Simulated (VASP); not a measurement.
# ZnS (P6_3mc) in VASP: notebook, part 2 of 2

VASP 6.6.1. The steps go on from the part before.

### 4 Single point, PBEsol

This run uses another cell than the first one, of 17.37 Å³/atom.

INCAR reads:

```
SYSTEM = ZnS
PREC = Accurate
ENCUT = 520
EDIFF = 1E-7
ISMEAR = 0
SIGMA = 0.02
LREAL = .FALSE.
LASPH = .TRUE.
NELM = 80
ALGO = Normal
ISIF = 2
LWAVE = .FALSE.
LCHARG = .FALSE.
GGA = PS
NBANDS = 26
```

KPOINTS reads:

```
regular mesh
0
G
  12 12 6
  0 0 0
```

POSCAR reads:

```
ZnS
1.0
    3.6499709817      0.0000000000      0.0000000000
   -1.8249854908      3.1609675933      0.0000000000
    0.0000000000      0.0000000000      6.0204686806
Zn S
2 2
Direct
    0.3333333333      0.6666666667      0.0012157315
    0.6666666667      0.3333333333      0.5012157315
    0.3333333333      0.6666666667      0.3737842685
    0.6666666667      0.3333333333      0.8737842685
```

Potentials or basis: VASP PAW PBE potentials, release 64 (Zn, S).

Command:

```bash
> cat potpaw_PBE.64/Zn/POTCAR potpaw_PBE.64/S/POTCAR > POTCAR
> mpirun -np 1 vasp_std > vasp.out
```

OUTCAR:

```text
SYSTEM = ZnS
   PREC = Accurate
   ENCUT = 520
   EDIFF = 1E-7
   ISMEAR = 0
   LREAL = .FALSE.
   LASPH = .TRUE.
   NELM = 80
   ISIF = 2
   GGA = PS

 ion  position               nearest neighbor table
   1  0.333  0.667  0.001-   4 2.24   4 2.24   4 2.24   3 2.24
   2  0.667  0.333  0.501-   3 2.24   3 2.24   3 2.24   4 2.24
   3  0.333  0.667  0.374-   2 2.24   2 2.24   2 2.24   1 2.24
   4  0.667  0.333  0.874-   1 2.24   1 2.24   1 2.24   2 2.24

  LATTYP: Found a hexagonal cell.
 ALAT       =     3.6499709817
 C/A-ratio  =     1.6494565877

  Lattice vectors:

 A1 = (   3.6499709817,   0.0000000000,   0.0000000000)
 A2 = (  -1.8249854908,   3.1609675933,   0.0000000000)
 A3 = (   0.0000000000,   0.0000000000,   6.0204686806)

Analysis of symmetry for initial positions (statically):
=====================================================================
 Subroutine PRICEL returns:
 Original cell was already a primitive cell.

 Routine SETGRP: Setting up the symmetry group for a
 hexagonal supercell.

 Subroutine GETGRP returns: Found 12 space group operations
 (whereof  6 operations were pure point group operations)
 out of a pool of 24 trial point group operations.

The static configuration has the point symmetry C_3v.
 The point group associated with its full space group is C_6v.

Analysis of symmetry for dynamics (positions and initial velocities):
=====================================================================
 Subroutine PRICEL returns:
 Original cell was already a primitive cell.

 Routine SETGRP: Setting up the symmetry group for a
 hexagonal supercell.

 Subroutine GETGRP returns: Found 12 space group operations
 (whereof  6 operations were pure point group operations)
 out of a pool of 24 trial point group operations.

The dynamic configuration has the point symmetry C_3v.
 The point group associated with its full space group is C_6v.

 Subroutine INISYM returns: Found 12 space group operations
 (whereof  6 operations are pure point group operations),
 and found     1 'primitive' translations

----------------------------------------------------------------------------------------

                                     Primitive cell

  volume of cell :      69.4608

  direct lattice vectors                    reciprocal lattice vectors
     3.649970982  0.000000000  0.000000000     0.273974781  0.158179413  0.000000000
    -1.824985491  3.160967593  0.000000000     0.000000000  0.316358827  0.000000000
     0.000000000  0.000000000  6.020468681     0.000000000  0.000000000  0.166100025

  length of vectors
     3.649970982  3.649970982  6.020468681     0.316358827  0.316358827  0.166100025

  position of ions in fractional coordinates (direct lattice)
     0.333333333  0.666666667  0.001215731
     0.666666667  0.333333333  0.501215731
     0.333333333  0.666666667  0.373784269
     0.666666667  0.333333333  0.873784269

  ion indices of the primitive-cell ions
   primitive index   ion index
                 1           1
                 2           2
                 3           3
                 4           4

----------------------------------------------------------------------------------------

 KPOINTS: regular mesh

Automatic generation of k-mesh.
 Grid dimensions read from file:
 generate k-points for:   12   12    6

 Generating k-lattice:

  Cartesian coordinates                     Fractional coordinates (reciprocal lattice)
     0.022831232  0.013181618  0.000000000     0.083333333  0.000000000  0.000000000
     0.000000000  0.026363236  0.000000000     0.000000000  0.083333333  0.000000000
     0.000000000  0.000000000  0.027683338     0.000000000  0.000000000  0.166666667

  Length of vectors
     0.026363236  0.026363236  0.027683338

  Shift w.r.t. Gamma in fractional coordinates (k-lattice)
     0.000000000  0.000000000  0.000000000

 Subroutine IBZKPT returns following result:
 ===========================================

 Found     76 irreducible k-points:

 Following reciprocal coordinates:
            Coordinates               Weight
  0.000000  0.000000  0.000000      1.000000
  0.083333 -0.000000  0.000000      6.000000
  0.166667 -0.000000  0.000000      6.000000
  0.250000 -0.000000  0.000000      6.000000
  0.333333 -0.000000  0.000000      6.000000
  0.416667 -0.000000  0.000000      6.000000
[... 16 lines left out ...]
  0.250000 -0.000000  0.166667     12.000000
  0.333333 -0.000000  0.166667     12.000000
 [... further k-points ...]
   k-points           NKPTS =     76   k-points in BZ     NKDIM =     76   number of bands    NBANDS=     26
   number of dos      NEDOS =    301   number of ions     NIONS =      4
   total plane-waves  NPLWV =  37632
   dimension x,y,z NGX =    28 NGY =   28 NGZ =   48
   dimension x,y,z NGXF=    56 NGYF=   56 NGZF=   96
   ions per type =               2   2
   NGX,Y,Z   is equivalent  to a cutoff of  12.75, 12.75, 13.25 a.u.
   NGXF,Y,Z  is equivalent  to a cutoff of  25.51, 25.51, 26.51 a.u.
 SYSTEM =  ZnS
   PREC   = accura    normal or accurate (medium, high low for compatibility)
   ISTART =      0    job   : 0-new  1-cont  2-samecut
   ICHARG =      2    charge: 1-file 2-atom 10-const
   ISPIN  =      1    spin polarized calculation?
   LNONCOLLINEAR =      F non collinear calculations
   LSORBIT =      F    spin-orbit coupling
   LASPH  =      T    aspherical Exc in radial PAW
   ENCUT  =  520.0 eV  38.22 Ry    6.18 a.u.   6.79  6.79 11.19*2*pi/ulx,y,z
   NELM   =     80;   NELMIN=  2; NELMDL= -5     # of ELM steps
   EDIFF  = 0.1E-06   stopping-criterion for ELM
   LREAL  =      F    real-space projection
   EDIFFG = 0.1E-05   stopping-criterion for IOM
   NSW    =      0    number of steps for IOM
   IBRION =     -1    ionic relax: 0-MD 1-quasi-New 2-CG
   NFREE  =      0    steps in history (QN), initial steepest desc. (CG)
   ISIF   =      2    stress and relaxation
   ISYM   =      2    0-nonsym 1-usesym 2-fastsym
   POTIM  = 0.5000    time-step for ionic-motion
   TEBEG  =    0.0;   TEEND  =   0.0 temperature during run
   PSTRESS=    0.0 pullay stress
   NELECT =      36.0000    total number of electrons
   NUPDOWN=      -1.0000    fix difference up-down
   EMIN   =  10.00;   EMAX   =-10.00  energy-range for DOS
   EFERMI =   0.00;   METHOD = LEGACY
   ISMEAR =     0;   SIGMA  =   0.02  broadening in eV -4-tet -1-fermi 0-gaus
   EFERMI_NEDOS =   21; number of points for ismear=-14 and -15
   IALGO  =     38    algorithm
   IMIX   =      4    mixing-type and parameters
     AMIX     =   0.40;   BMIX     =  1.00
     AMIX_MAG =   1.60;   BMIX_MAG =  1.00
  volume/ion in A,a.u.               =      17.37       117.19
  Fermi-wavevector in a.u.,A,eV,Ry     =   1.315010  2.485009 23.527895  1.729251
  Thomas-Fermi vector in A             =   2.445223
   LORBIT       =      0    0 simple, 1 ext, 2 COOP (PROOUT), +10 PAW based schemes
   GGA     = PS    functional components
   LHFCALC =     F    Hartree Fock is set to
   AEXX    =    0.0000 exact exchange contribution
   IVDW    =     0    specifies the selected vdW correction
   LEPSILON=     F    determine dielectric tensor
   LRPA    =     F    only Hartree local field effects (RPA)
 non-spin polarized calculation
 Gauss-broadening in eV      SIGMA  =   0.02
  energy-cutoff  :      520.00
  volume of cell :       69.46
 maximum number of plane-waves:      1906
 NGX is ok and might be reduce to    28
   NGX = 13   NGY = 13   NGZ = 23

 number of electron      36.0000029 magnetization

 Free energy of the ion-electron system (eV)
  ---------------------------------------------------
  ext. energy  EPLUGINS =         0.00000000
  ---------------------------------------------------
  free energy    TOTEN  =       -14.94303198 eV

  energy without entropy =      -14.94303198  energy(sigma->0) =      -14.94303198

 E-fermi :   3.4837     XC(G=0): -10.4547

 val. band max:        3.3309051797   @ k =   0.0000   0.0000   0.0000
 cond. band min:       5.9444382962   @ k =   0.0000   0.0000   0.0000
 fundamental gap:      2.6135331165
 Fermi energy:         3.4837273588

 k-point     1 :       0.0000    0.0000    0.0000
  band No.  band energies     occupation
      1     -10.8485      2.00000
      2      -9.6527      2.00000
      3      -3.6812      2.00000
      4      -3.6473      2.00000
      5      -3.6473      2.00000
      6      -3.5429      2.00000
[... 685 lines left out ...]
     25      12.4150      0.00000
     26      13.5461      0.00000

 [... further k-points ...]

------------------------ aborting loop because EDIFF is reached ----------------------------------------

  FORCE on cell =-STRESS in cart. coord.  units (eV):
  Direction    XX          YY          ZZ          XY          YZ          ZX
  --------------------------------------------------------------------------------------
  -------------------------------------------------------------------------------------
  Total        4.4625438      4.4625438      4.4530771      0.0000000     -0.0000000      0.0000000
  in kB      102.9326894    102.9326894    102.7143302      0.0000000     -0.0000000      0.0000000
  external PRESSURE =     102.8599030 kB  Pullay stress =       0.0000000 kB

 VOLUME and BASIS-vectors are now :
 -----------------------------------------------------------------------------
  energy-cutoff  :      520.00
  volume of cell :       69.46
      direct lattice vectors                 reciprocal lattice vectors
     3.649970982  0.000000000  0.000000000     0.273974781  0.158179413  0.000000000
    -1.824985491  3.160967593  0.000000000     0.000000000  0.316358827  0.000000000
     0.000000000  0.000000000  6.020468681     0.000000000  0.000000000  0.166100025

 POSITION                                       TOTAL-FORCE (eV/Angst)
 -----------------------------------------------------------------------------------
     -0.00000      2.10731      0.00732        -0.000000     -0.000000      0.004698
      1.82499      1.05366      3.01755         0.000000      0.000000      0.004698
     -0.00000      2.10731      2.25036         0.000000     -0.000000     -0.004698
      1.82499      1.05366      5.26059        -0.000000     -0.000000     -0.004698
 -----------------------------------------------------------------------------------
    total drift:                               -0.000000     -0.000001     -0.002466

  FREE ENERGIE OF THE ION-ELECTRON SYSTEM (eV)
  ---------------------------------------------------
  free  energy   TOTEN  =       -14.9430319815 eV

  energy  without entropy=      -14.9430319815  energy(sigma->0) =      -14.94303198
```

OSZICAR:

```text
N       E                     dE             d eps       ncg     rms          rms(c)
DAV:   1     0.247912045405E+03    0.24791E+03   -0.17143E+04  3952   0.174E+03
DAV:   2     0.861578883131E+01   -0.23930E+03   -0.22904E+03  4048   0.360E+02
DAV:   3    -0.152372566314E+02   -0.23853E+02   -0.23608E+02  4754   0.114E+02
DAV:   4    -0.158074325220E+02   -0.57018E+00   -0.56899E+00  4700   0.174E+01
DAV:   5    -0.158158450757E+02   -0.84126E-02   -0.84105E-02  4700   0.215E+00    0.122E+01
DAV:   6    -0.149611327954E+02    0.85471E+00   -0.19110E+00  5032   0.439E+01    0.910E+00
DAV:   7    -0.149573881893E+02    0.37446E-02   -0.15182E+00  4176   0.800E+00    0.367E+00
DAV:   8    -0.149451089023E+02    0.12279E-01   -0.32657E-02  4400   0.121E+00    0.977E-01
DAV:   9    -0.149428607947E+02    0.22481E-02   -0.12537E-02  5320   0.117E+00    0.226E-01
DAV:  10    -0.149429342034E+02   -0.73409E-04   -0.56263E-04  4660   0.271E-01    0.147E-01
DAV:  11    -0.149430314541E+02   -0.97251E-04   -0.11255E-04  4142   0.923E-02    0.573E-02
DAV:  12    -0.149430305259E+02    0.92820E-06   -0.19972E-05  5148   0.953E-02    0.107E-02
DAV:  13    -0.149430324626E+02   -0.19367E-05   -0.47374E-06  4854   0.298E-02    0.409E-03
DAV:  14    -0.149430320931E+02    0.36949E-06   -0.12274E-06  4998   0.193E-02    0.165E-03
DAV:  15    -0.149430319797E+02    0.11334E-06   -0.45681E-07  4118   0.467E-03    0.112E-03
DAV:  16    -0.149430319815E+02   -0.17631E-08   -0.49674E-08  2104   0.285E-03
   1 F= -.14943032E+02 E0= -.14943032E+02  d E =-.114791E-29
```

It took 2.2 min on 1 thread of Intel Xeon Platinum 8259CL at 2.50GHz (Skylake/Cascade Lake), shared host; peak memory 0.25 GiB.

What came out:

| Property | Result |
| --- | --- |
| Free energy | -14.9430 eV |
| Pressure | 10.3 GPa |
| Largest force | 0.005 eV/Å |
| Band gap on the k mesh | 2.61 eV |

Forces in eV/Å, atoms in the order of the input:
```
Zn   0.000  0.000  0.005
Zn   0.000  0.000  0.005
S    0.000  0.000 -0.005
S    0.000  0.000 -0.005
```

Levels at points of the mesh, in eV from the valence-band top:
| k point | band 15 | band 16 | band 17 | band 18 | band 19 | band 20 | band 21 | band 22 |
| --- | --- | --- | --- | --- | --- | --- | --- | --- |
| (0.00, 0.00, 0.00) | -1.10 | -0.14 | 0.00 | 0.00 | 2.61 | 3.23 | 6.12 | 6.12 |
| (0.50, 0.00, 0.00) | -3.97 | -2.74 | -2.15 | -1.09 | 3.39 | 4.41 | 4.82 | 6.68 |
| (0.00, 0.00, 0.50) | -0.58 | -0.58 | -0.58 | -0.58 | 3.79 | 3.79 | 6.61 | 6.61 |
| (0.50, 0.00, 0.50) | -2.02 | -2.02 | -1.98 | -1.98 | 3.36 | 3.36 | 4.99 | 4.99 |

Caveat: the cell stands under pressure; the PAW data sets were made with another functional, which shifts forces and pressure a little.

### 5 Single point, PBEsol

This run uses another cell than the first one, of 18.17 Å³/atom.

INCAR reads:

```
  ALGO = Normal
  EDIFF = 1E-6
  ENCUT = 520
  GGA = PS
  ISIF = 2
  ISMEAR = 0
  LASPH = T
  LCHARG = F
  LREAL = F
  LWAVE = F
  NBANDS = 26
  NELM = 80
  PREC = Accurate
  SIGMA = 0.02
```

KPOINTS reads:

```
k-points
0
Gamma
  12 12 6
```

POSCAR reads:

```
ZnS
1.0
    3.7091517602      0.0000000000      0.0000000000
   -1.8545758801      3.2122196508      0.0000000000
    0.0000000000      0.0000000000      6.1012656750
Zn S
2 2
Direct
    0.3333333333      0.6666666667      0.0008650420
    0.6666666667      0.3333333333      0.5008650420
    0.3333333333      0.6666666667      0.3741349580
    0.6666666667      0.3333333333      0.8741349580
```

Potentials or basis: VASP PAW PBE potentials, release 64 (Zn, S).

Command:

```bash
> cat potpaw_PBE.64/Zn/POTCAR potpaw_PBE.64/S/POTCAR > POTCAR
> mpirun -np 1 vasp_std > vasp.out
```

OUTCAR:

```text
EDIFF = 1E-6
   ENCUT = 520
   GGA = PS
   ISIF = 2
   ISMEAR = 0
   LASPH = T
   LREAL = F
   NELM = 80
   PREC = Accurate

 ion  position               nearest neighbor table
   1  0.333  0.667  0.001-   4 2.28   4 2.28   4 2.28   3 2.28
   2  0.667  0.333  0.501-   3 2.28   3 2.28   3 2.28   4 2.28
   3  0.333  0.667  0.374-   2 2.28   2 2.28   2 2.28   1 2.28
   4  0.667  0.333  0.874-   1 2.28   1 2.28   1 2.28   2 2.28

  LATTYP: Found a hexagonal cell.
 ALAT       =     3.7091517602
 C/A-ratio  =     1.6449220926

  Lattice vectors:

 A1 = (   3.7091517602,   0.0000000000,   0.0000000000)
 A2 = (  -1.8545758801,   3.2122196508,   0.0000000000)
 A3 = (   0.0000000000,   0.0000000000,   6.1012656750)

Analysis of symmetry for initial positions (statically):
=====================================================================
 Subroutine PRICEL returns:
 Original cell was already a primitive cell.

 Routine SETGRP: Setting up the symmetry group for a
 hexagonal supercell.

[... 169 lines left out ...]
  free energy    TOTEN  =       -15.09830854 eV

  energy without entropy =      -15.09830854  energy(sigma->0) =      -15.09830854

 E-fermi :   2.9891     XC(G=0): -10.2339

 val. band max:        2.8432450613   @ k =   0.0000   0.0000   0.0000
 cond. band min:       5.2536207549   @ k =   0.0000   0.0000   0.0000
 fundamental gap:      2.4103756936
 Fermi energy:         2.9890718356

 k-point     1 :       0.0000    0.0000    0.0000
  band No.  band energies     occupation
      1     -10.9582      2.00000
      2      -9.8527      2.00000
      3      -3.9183      2.00000
      4      -3.8923      2.00000
      5      -3.8923      2.00000
      6      -3.7963      2.00000
[... 685 lines left out ...]
     25      11.7730      0.00000
     26      12.8643      0.00000

 [... further k-points ...]

------------------------ aborting loop because EDIFF is reached ----------------------------------------

  FORCE on cell =-STRESS in cart. coord.  units (eV):
  Direction    XX          YY          ZZ          XY          YZ          ZX
  --------------------------------------------------------------------------------------
  -------------------------------------------------------------------------------------
  Total        2.3727059      2.3727059      2.4055512      0.0000000      0.0000000      0.0000000
  in kB       52.2943439     52.2943439     53.0182539      0.0000000      0.0000000      0.0000000
  external PRESSURE =      52.5356472 kB  Pullay stress =       0.0000000 kB

 VOLUME and BASIS-vectors are now :
 -----------------------------------------------------------------------------
  energy-cutoff  :      520.00
  volume of cell :       72.69
      direct lattice vectors                 reciprocal lattice vectors
     3.709151760  0.000000000  0.000000000     0.269603420  0.155655607  0.000000000
    -1.854575880  3.212219651  0.000000000     0.000000000  0.311311214  0.000000000
     0.000000000  0.000000000  6.101265675     0.000000000  0.000000000  0.163900419

 POSITION                                       TOTAL-FORCE (eV/Angst)
 -----------------------------------------------------------------------------------
     -0.00000      2.14148      0.00528        -0.000000      0.000000     -0.004239
      1.85458      1.07074      3.05591         0.000000     -0.000000     -0.004239
     -0.00000      2.14148      2.28270         0.000000     -0.000000      0.004239
      1.85458      1.07074      5.33333         0.000000      0.000000      0.004239
 -----------------------------------------------------------------------------------
    total drift:                               -0.000001     -0.000001      0.000977

  FREE ENERGIE OF THE ION-ELECTRON SYSTEM (eV)
  ---------------------------------------------------
  free  energy   TOTEN  =       -15.0983085421 eV

  energy  without entropy=      -15.0983085421  energy(sigma->0) =      -15.09830854
```

stdout:

```text
POSCAR found type information on POSCAR ZnS
 POSCAR found :  2 types and       4 ions
 scaLAPACK will be used
 -----------------------------------------------------------------------------
|                                                                             |
|                                                                             |
|     You enforced a specific xc type in the INCAR file but a different       |
|     I HOPE YOU KNOW WHAT YOU ARE DOING!                                     |
|                                                                             |
 -----------------------------------------------------------------------------

 LDA part: xc-table for (Slater+PW92), standard interpolation
 POSCAR, INCAR and KPOINTS ok, starting setup
 FFT: planning ... GRIDC
 FFT: planning ... GRID_SOFT
 FFT: planning ... GRID
 WAVECAR not read
 entering main loop
```

It took 1.8 min on 1 thread of Intel Xeon Platinum 8259CL at 2.50GHz (Skylake/Cascade Lake), shared host; peak memory 0.26 GiB.

What came out:

| Property | Result |
| --- | --- |
| Free energy | -15.0983 eV |
| Pressure | 5.3 GPa |
| Largest force | 0.004 eV/Å |
| Band gap on the k mesh | 2.41 eV |

Forces in eV/Å, atoms in the order of the input:
```
Zn   0.000  0.000 -0.004
Zn   0.000  0.000 -0.004
S    0.000  0.000  0.004
S    0.000  0.000  0.004
```

Levels at points of the mesh, in eV from the valence-band top:
| k point | band 14 | band 15 | band 16 | band 17 | band 18 | band 19 | band 20 | band 21 | band 22 | band 23 |
| --- | --- | --- | --- | --- | --- | --- | --- | --- | --- | --- |
| (0.00, 0.00, 0.00) | -1.02 | -1.02 | -0.11 | 0.00 | 0.00 | 2.41 | 3.14 | 6.16 | 6.16 | 6.39 |
| (0.50, 0.00, 0.00) | -4.49 | -3.72 | -2.56 | -1.99 | -1.01 | 3.45 | 4.33 | 4.89 | 6.74 | 7.61 |
| (0.00, 0.00, 0.50) | -3.13 | -0.54 | -0.54 | -0.54 | -0.54 | 3.67 | 3.67 | 6.64 | 6.64 | 6.64 |
| (0.50, 0.00, 0.50) | -5.30 | -1.88 | -1.88 | -1.85 | -1.85 | 3.39 | 3.39 | 5.05 | 5.05 | 8.83 |

Caveat: the cell stands under pressure; the PAW data sets were made with another functional, which shifts forces and pressure a little.

### 6 Summary

```tsv
cell	gap on the mesh (eV)	pressure (GPa)
a = 3.411, b = 3.411, c = 5.781 Å, angles 90.0, 90.0, 120.0°, 4 atoms, atomic positions A	2.59	40.5
a = 3.555, b = 3.555, c = 5.903 Å, angles 90.0, 90.0, 120.0°, 4 atoms, atomic positions B	2.93	20.4
a = 3.650, b = 3.650, c = 6.020 Å, angles 90.0, 90.0, 120.0°, 4 atoms, atomic positions C	2.61	10.3
a = 3.709, b = 3.709, c = 6.101 Å, angles 90.0, 90.0, 120.0°, 4 atoms, atomic positions C	2.41	5.3
```

Alike in all rows: task single point; level PBEsol; potentials or basis VASP PAW PBE potentials, release 64 (Zn, S); no spin polarisation; k mesh 12 × 12 × 6; cutoff (eV) 520; smearing gaussian 0.02 eV.

Caveats: the cell stands under pressure; the PAW data sets were made with another functional, which shifts forces and pressure a little.

Absolute energies hang on the potentials; compare differences alone.
